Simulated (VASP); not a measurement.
# BaTiO3 in VASP: single point with PBE

Aim: the single point of BaTiO3 with PBE.

Program: VASP 6.6.1. These are calculated values, not measurements. Logs are shortened: lines on timing, memory, paths and dates and some standing lists are left out, and cuts for length are marked.

### Step 1. The cell of the first run

The cell holds a slab with vacuum, 15 atoms: a = 4.106 Å, b = 5.713 Å, c = 24.120 Å, α = 90.00°, β = 90.00°, γ = 90.36°.

### Step 2. Single point, PBE

The input, INCAR:

```
PREC     = Accurate       # precision mode
ENCUT    = 520            # plane-wave cutoff, eV
EDIFF    = 1E-6           # SCF threshold, eV
ISMEAR   = 0              # smearing method
SIGMA    = 0.05           # smearing width, eV
LREAL    = False          # projectors in reciprocal space
LASPH    = True           # aspherical terms in the spheres
NELM     = 120            # most SCF steps
ALGO     = Normal         # electronic algorithm
ISIF     = 2              # what is computed and relaxed
LWAVE    = False          # write WAVECAR
LCHARG   = False          # write CHGCAR
LDIPOL   = True         
IDIPOL   = 3            
DIPOL    = 0.5 0.5 0.494
GGA      = PE             # functional
NBANDS   = 73             # bands
GGA_COMPAT= False        
NELMDL   = -8
```

The input, KPOINTS:

```
Automatic mesh
0
Gamma
  7 5 1
```

The input, POSCAR:

```
BaTiO3
1.0
    4.1058242551      0.0000000000      0.0000000000
   -0.0358379955      5.7128272644      0.0000000000
    0.0000000000      0.0000000000     24.1203733717
O Ba Ti
9 3 3
Direct
    0.0194398852      0.0129624027      0.3523991884
    0.5006072489      0.2625358275      0.4095909583
    0.5064368036      0.7681747665      0.4108831668
    0.0152195683      0.5294565887      0.4707580108
    0.4945006557      0.7858503080      0.5221000507
    0.5007628465      0.2864375490      0.5199039335
   -0.0025845560      0.0617861731      0.5814872386
    0.4893860704      0.3098464884      0.6400466750
    0.4920230849      0.8283462505      0.6404367765
    0.9841337872      0.5224839449      0.3545811268
    0.9799134704      0.0389781309      0.4729399492
    0.9874837597      0.5685524085      0.6158854150
    0.4678563269      0.0308558265      0.3564996113
    0.4636360101      0.5473500125      0.4748584337
    0.4810738141      0.0717559770      0.5935467512
```

Potentials or basis: VASP PAW PBE potentials, release 64 (O, Ba_sv, Ti_sv).

The run is started by

```console
cat potpaw_PBE.64/O/POTCAR potpaw_PBE.64/Ba_sv/POTCAR potpaw_PBE.64/Ti_sv/POTCAR > POTCAR
mpirun -np 1 vasp_std > vasp.out
```

OUTCAR:

```text
PREC = Accurate
   ENCUT = 520
   EDIFF = 1E-6
   ISMEAR = 0
   LREAL = False
   LASPH = True
   NELM = 120
   ISIF = 2
   GGA = PE
   NELMDL = -8

 ion  position               nearest neighbor table
   1  0.019  0.013  0.352-  13 1.85  13 2.27  10 2.81  11 2.92  10 2.92
   2  0.501  0.263  0.410-  13 1.85  14 2.27  11 2.81  10 2.81  11 2.92  10 2.92
   3  0.506  0.768  0.411-  13 2.00  14 2.00  10 2.77  11 2.89  10 2.89  11 3.06
   4  0.015  0.529  0.471-  14 1.85  14 2.27  11 2.81  10 2.81  11 2.92
   5  0.495  0.786  0.522-  14 1.78  15 2.38  11 2.73  11 2.83  12 3.28  12 3.31
   6  0.501  0.286  0.520-  14 1.85  15 2.16  11 2.68  11 2.80
   7  0.997  0.062  0.581-  15 2.01  15 2.14  11 2.62  12 2.94  12 3.01
   8  0.489  0.310  0.640-  15 1.76  12 2.58  12 2.61
   9  0.492  0.828  0.640-  15 1.79  12 2.59  12 2.61
  10  0.984  0.522  0.355-   3 2.77   1 2.81   2 2.81   4 2.81   3 2.89   1 2.92   2 2.92  13 3.45
                            13 3.51  13 3.51  14 3.51  13 3.61  14 3.61  11 3.97  11 4.11
  11  0.980  0.039  0.473-   7 2.62   6 2.68   5 2.73   6 2.80   4 2.81   2 2.81   5 2.83   3 2.89
                             1 2.92   2 2.92   4 2.92   3 3.06  13 3.45  14 3.45  13 3.51  14 3.51
  12  0.987  0.569  0.616-   8 2.58   9 2.59   9 2.61   8 2.61   7 2.94   7 3.01   5 3.28   5 3.31
                            15 3.54  15 3.55  15 3.55  15 3.60  11 4.37  11 4.59
  13  0.468  0.031  0.356-   2 1.85   1 1.85   3 2.00   1 2.27  11 3.45  10 3.45  11 3.51  10 3.51
                            10 3.51  10 3.61
  14  0.464  0.547  0.475-   5 1.78   4 1.85   6 1.85   3 2.00   4 2.27   2 2.27  11 3.45  11 3.51
                            11 3.51  10 3.51  11 3.61  10 3.61
  15  0.481  0.072  0.594-   8 1.76   9 1.79   7 2.01   7 2.14   6 2.16   5 2.38  12 3.54  12 3.55
                            12 3.55  11 3.56  11 3.57  12 3.60

  LATTYP: Found a simple monoclinic cell.
 ALAT       =     4.1058242551
 B/A-ratio  =     5.8746726292
 C/A-ratio  =     1.3914233340
 COS(beta)  =    -0.0062731269

  Lattice vectors:

 A1 = (   4.1058242551,   0.0000000000,   0.0000000000)
 A2 = (   0.0000000000,   0.0000000000, -24.1203733717)
 A3 = (  -0.0358379955,   5.7128272644,   0.0000000000)

Analysis of symmetry for initial positions (statically):
=====================================================================
 Subroutine PRICEL returns:
 Original cell was already a primitive cell.

 Routine SETGRP: Setting up the symmetry group for a
 simple monoclinic supercell.

 Subroutine GETGRP returns: Found  1 space group operations
 (whereof  1 operations were pure point group operations)
 out of a pool of  4 trial point group operations.

The static configuration has the point symmetry C_1 .

Analysis of symmetry for dynamics (positions and initial velocities):
=====================================================================
 Subroutine PRICEL returns:
 Original cell was already a primitive cell.

 Routine SETGRP: Setting up the symmetry group for a
 simple monoclinic supercell.

 Subroutine GETGRP returns: Found  1 space group operations
 (whereof  1 operations were pure point group operations)
 out of a pool of  4 trial point group operations.

The dynamic configuration has the point symmetry C_1 .

 Subroutine INISYM returns: Found  1 space group operations
 (whereof  1 operations are pure point group operations),
 and found     1 'primitive' translations

----------------------------------------------------------------------------------------

                                     Primitive cell

  volume of cell :     565.7642

  direct lattice vectors                    reciprocal lattice vectors
     4.105824255  0.000000000  0.000000000     0.243556455  0.001527891  0.000000000
    -0.035837995  5.712827264  0.000000000     0.000000000  0.175044676  0.000000000
     0.000000000  0.000000000 24.120373372     0.000000000  0.000000000  0.041458728

  length of vectors
     4.105824255  5.712939674 24.120373372     0.243561247  0.175044676  0.041458728

  position of ions in fractional coordinates (direct lattice)
     0.019439885  0.012962403  0.352399188
     0.500607249  0.262535828  0.409590958
     0.506436804  0.768174767  0.410883167
     0.015219568  0.529456589  0.470758011
     0.494500656  0.785850308  0.522100051
     0.500762847  0.286437549  0.519903933
[... 51 lines left out ...]

 Found     18 irreducible k-points:

 Following reciprocal coordinates:
            Coordinates               Weight
  0.000000  0.000000  0.000000      1.000000
  0.142857  0.000000  0.000000      2.000000
  0.285714  0.000000  0.000000      2.000000
  0.428571  0.000000  0.000000      2.000000
  0.000000  0.200000  0.000000      2.000000
  0.142857  0.200000  0.000000      2.000000
[... 10 lines left out ...]
 -0.285714  0.400000  0.000000      2.000000
 -0.142857  0.400000  0.000000      2.000000
   k-points           NKPTS =     18   k-points in BZ     NKDIM =     18   number of bands    NBANDS=     73
   number of dos      NEDOS =    301   number of ions     NIONS =     15
   total plane-waves  NPLWV = 241920
   dimension x,y,z NGX =    32 NGY =   42 NGZ =  180
   dimension x,y,z NGXF=    64 NGYF=   84 NGZF=  360
   ions per type =               9   3   3
   NGX,Y,Z   is equivalent  to a cutoff of  12.96, 12.22, 12.41 a.u.
   NGXF,Y,Z  is equivalent  to a cutoff of  25.91, 24.44, 24.81 a.u.
 SYSTEM =  unknown system
   PREC   = accura    normal or accurate (medium, high low for compatibility)
   ISTART =      0    job   : 0-new  1-cont  2-samecut
   ICHARG =      2    charge: 1-file 2-atom 10-const
   ISPIN  =      1    spin polarized calculation?
   LNONCOLLINEAR =      F non collinear calculations
   LSORBIT =      F    spin-orbit coupling
   LASPH  =      T    aspherical Exc in radial PAW
   ENCUT  =  520.0 eV  38.22 Ry    6.18 a.u.   7.63 10.62 44.85*2*pi/ulx,y,z
   NELM   =    120;   NELMIN=  2; NELMDL= -8     # of ELM steps
   EDIFF  = 0.1E-05   stopping-criterion for ELM
   LREAL  =      F    real-space projection
   EDIFFG = 0.1E-04   stopping-criterion for IOM
   NSW    =      0    number of steps for IOM
   IBRION =     -1    ionic relax: 0-MD 1-quasi-New 2-CG
   NFREE  =      0    steps in history (QN), initial steepest desc. (CG)
   ISIF   =      2    stress and relaxation
   ISYM   =      2    0-nonsym 1-usesym 2-fastsym
   POTIM  = 0.5000    time-step for ionic-motion
   TEBEG  =    0.0;   TEEND  =   0.0 temperature during run
   PSTRESS=    0.0 pullay stress
   NELECT =     120.0000    total number of electrons
   NUPDOWN=      -1.0000    fix difference up-down
   EMIN   =  10.00;   EMAX   =-10.00  energy-range for DOS
   EFERMI =   0.00;   METHOD = LEGACY
   ISMEAR =     0;   SIGMA  =   0.05  broadening in eV -4-tet -1-fermi 0-gaus
   EFERMI_NEDOS =   21; number of points for ismear=-14 and -15
   IALGO  =     38    algorithm
   IMIX   =      4    mixing-type and parameters
     AMIX     =   0.40;   BMIX     =  1.00
     AMIX_MAG =   1.60;   BMIX_MAG =  1.00
  volume/ion in A,a.u.               =      37.72       254.53
  Fermi-wavevector in a.u.,A,eV,Ry     =   0.976315  1.844968 12.968958  0.953192
  Thomas-Fermi vector in A             =   2.106924
   LORBIT       =      0    0 simple, 1 ext, 2 COOP (PROOUT), +10 PAW based schemes
   GGA     = PE    functional components
   LHFCALC =     F    Hartree Fock is set to
   AEXX    =    0.0000 exact exchange contribution
   IVDW    =     0    specifies the selected vdW correction
   LEPSILON=     F    determine dielectric tensor
   LRPA    =     F    only Hartree local field effects (RPA)
 non-spin polarized calculation
 Gauss-broadening in eV      SIGMA  =   0.05
  energy-cutoff  :      520.00
  volume of cell :      565.76
 maximum number of plane-waves:     15273
   NGX = 15   NGY = 21   NGZ = 89

 dipolmoment           0.000000      0.000000     -0.069464 electrons x Angstroem

 number of electron     120.0000008 magnetization

 dipolmoment           0.000000      0.000000      0.476778 electrons x Angstroem

 Free energy of the ion-electron system (eV)
  ---------------------------------------------------
  ext. energy  EPLUGINS =         0.00000000
  ---------------------------------------------------
  free energy    TOTEN  =      -113.01235693 eV

  energy without entropy =     -112.99095965  energy(sigma->0) =     -113.00165829

 E-fermi :  -1.5072     XC(G=0):  -4.7063

 val. band max:       -1.5082185909   @ k =  -0.2857   0.2000   0.0000
 cond. band min:      -1.4983774991   @ k =   0.0000   0.4000   0.0000
 fundamental gap:      0.0098410918
 Fermi energy:        -1.5072385641

 k-point     1 :       0.0000    0.0000    0.0000
  band No.  band energies     occupation
      1     -59.9838      2.00000
      2     -57.7836      2.00000
      3     -56.9491      2.00000
      4     -36.3990      2.00000
      5     -36.2643      2.00000
      6     -36.1881      2.00000
[... 1339 lines left out ...]
     71       2.2653      0.00000
     72       2.3338      0.00000
 [bands above 72 left out]

------------------------ aborting loop because EDIFF is reached ----------------------------------------

 vacuum level on the upper side and lower side of the slab       (xc-potential included)         1.626        -1.994

  FORCE on cell =-STRESS in cart. coord.  units (eV):
  Direction    XX          YY          ZZ          XY          YZ          ZX
  --------------------------------------------------------------------------------------
  -------------------------------------------------------------------------------------
  Total        1.8296778      5.8610397      0.1994724      0.2619131     -0.6550838     -0.3960624
  in kB        5.1814311     16.5977712      0.5648823      0.7417069     -1.8551198     -1.1216019
  external PRESSURE =       7.4480282 kB  Pullay stress =       0.0000000 kB

 VOLUME and BASIS-vectors are now :
 -----------------------------------------------------------------------------
  energy-cutoff  :      520.00
  volume of cell :      565.76
      direct lattice vectors                 reciprocal lattice vectors
     4.105824255  0.000000000  0.000000000     0.243556455  0.001527891  0.000000000
    -0.035837995  5.712827264  0.000000000     0.000000000  0.175044676  0.000000000
     0.000000000  0.000000000 24.120373372     0.000000000  0.000000000  0.041458728

 POSITION                                       TOTAL-FORCE (eV/Angst)
 -----------------------------------------------------------------------------------
      0.07935      0.07405      8.50000        -0.187107      0.109541     -1.486450
      2.04600      1.49982      9.87949        -0.130979     -0.517142     -3.184091
      2.05181      4.38845      9.91066         0.131126      1.239052     -3.906812
      0.04351      3.02469     11.35486        -0.825855      0.125925     -1.783038
      2.00217      4.48943     12.59325        -0.004912      0.023729      0.116267
      2.04578      1.63637     12.54028        -0.010205      0.019145      0.099860
      4.09300      0.35297     14.02569        -0.029320      0.018523      0.077550
      1.99823      1.77010     15.43816        -0.011171     -0.054290      0.143821
      1.99047      4.73220     15.44757        -0.002713      0.073167      0.126312
      4.02196      2.98486      8.55263         0.106612      0.218862      1.328668
      4.02196      0.22268     11.40749         0.216056     -0.085339      1.428166
      4.03406      3.24804     14.85539         0.042515     -0.012908     -0.093393
      1.91983      0.17627      8.59890         0.240242     -0.466994      4.279009
      1.88399      3.12692     11.45376         0.474094     -0.673237      2.955638
      1.97263      0.40993     14.31657        -0.008385     -0.018035     -0.101508
 -----------------------------------------------------------------------------------
    total drift:                                0.000698      0.000768      0.000244

  FREE ENERGIE OF THE ION-ELECTRON SYSTEM (eV)
  ---------------------------------------------------
  free  energy   TOTEN  =      -113.0123569333 eV

  energy  without entropy=     -112.9909596516  energy(sigma->0) =     -113.00165829

 vacuum level on the upper side and lower side of the slab         5.012         1.304
```

Wall time 35 min (1 thread of Intel Xeon Platinum 8488C (Sapphire Rapids), shared host); peak memory 0.9 GiB.

What came out:

| Item | Value |
| --- | --- |
| Free energy | -113.0124 eV |
| Largest force | 4.311 eV/Å |
| Band gap on the k mesh | zero (band 60 reaches -1.45 eV, above the bottom of band 61 at -1.63 eV) |

Forces on the atoms (eV/Å):
```
O   -0.187  0.110 -1.486
O   -0.131 -0.517 -3.184
O    0.131  1.239 -3.907
O   -0.826  0.126 -1.783
O   -0.005  0.024  0.116
O   -0.010  0.019  0.100
O   -0.029  0.019  0.078
O   -0.011 -0.054  0.144
O   -0.003  0.073  0.126
Ba   0.107  0.219  1.329
Ba   0.216 -0.085  1.428
Ba   0.043 -0.013 -0.093
Ti   0.240 -0.467  4.279
Ti   0.474 -0.673  2.956
Ti  -0.008 -0.018 -0.102
```

Caveat: spin-orbit coupling is left out, which moves the levels of the heavy elements; semilocal functionals often make such compounds metallic where correlation or magnetic order opens a gap, which also shifts bond lengths.
